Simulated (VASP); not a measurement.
Input of a VASP 6.6.1 run:

File POSCAR:

```
BaZrO3
1.0
    4.0750346269      0.0000000000      0.0000000000
    0.0000000000      4.0750346269      0.0000000000
    0.0000000000      0.0000000000      4.0750346269
Ba Zr O
1 1 3
Direct
    0.0000000000      0.0000000000      0.0000000000
    0.5000000000      0.5000000000      0.5000000000
    0.0000000000      0.5000000000      0.5000000000
    0.5000000000      0.0000000000      0.5000000000
    0.5000000000      0.5000000000      0.0000000000
```

The input INCAR.step1:

```
SYSTEM = BaZrO3
ALGO = Normal
EDIFF = 1E-5
ENCUT = 1480
GGA = PE
GGA_COMPAT = .FALSE.
ISMEAR = 0
LASPH = .TRUE.
LCHARG = .FALSE.
LREAL = .FALSE.
LWAVE = .TRUE.
NBANDS = 28
NELM = 120
PREC = Accurate
SIGMA = 0.02
```

The input INCAR.step2:

```
SYSTEM = BaZrO3
ALGO = Normal
EDIFF = 1E-6
ENCUT = 1480
GGA_COMPAT = .FALSE.
ISIF = 2
ISMEAR = 0
ISTART = 1
LASPH = .TRUE.
LCHARG = .FALSE.
LMIXTAU = .TRUE.
LREAL = .FALSE.
LWAVE = .FALSE.
METAGGA = R2SCAN
NBANDS = 28
NELM = 120
PREC = Accurate
SIGMA = 0.02
```

Contents of KPOINTS:

```
k-points
0
G
  6 6 6
  0 0 0
```

Potentials or basis: VASP PAW PBE potentials, release 64 (Ba_sv, Zr_sv, O_h).

Run with:

```bash
$ cat potpaw_PBE.64/Ba_sv/POTCAR potpaw_PBE.64/Zr_sv/POTCAR potpaw_PBE.64/O_h/POTCAR > POTCAR
$ cp INCAR.step1 INCAR
$ mpirun -np 1 vasp_std > vasp.out
$ cp INCAR.step2 INCAR
$ mpirun -np 1 vasp_std > vasp.out
```

(1) Estimate the band gap on the k mesh.

(2) Estimate the pressure.

Answers

(1) 3.91 eV (least direct gap 4.03 eV).

(2) 20.3 GPa.

Caveat: the cell stands under pressure; the PAW data sets were made with another functional, which shifts forces and pressure a little; spin-orbit coupling is left out, which moves the levels of the heavy elements.
